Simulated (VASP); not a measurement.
Zn: single point with RPBE

Zn:

```
Zn
1.0
     0.00000    1.94067    1.94067
     1.94067    0.00000    1.94067
     1.94067    1.94067    0.00000
Zn
1
Direct
  0.00000 0.00000 0.00000
```

This cell differs from its parent crystal: volume scaled by 0.92.

```yaml
Program: VASP 6.6.1
Task: single point
Functional: RPBE
Potentials_or_basis: VASP PAW PBE potentials, release 64 (Zn)
Cutoff: 520 eV
k_mesh: 15 × 15 × 15
Occupations: fermi-dirac, width 0.1 eV
Spin: no spin polarisation
```

- Pressure: 6.3 GPa
- Band gap on the k mesh: zero (band 6 reaches 5.37 eV, above the bottom of band 7 at 2.36 eV)

Levels at points of the mesh, in eV from the Fermi level:
| k point | band 4 | band 5 | band 6 | band 7 | band 8 | band 9 |
| --- | --- | --- | --- | --- | --- | --- |
| (0.00, 0.00, 0.00) | -7.71 | -7.31 | -7.31 | 18.87 | 18.87 | 18.87 |

Run time: 22 s on 1 thread of Intel Xeon 8259CL (shared host), peak memory 0.13 GiB.

Caveat: the PAW data sets were made with another functional, which shifts forces and pressure a little.
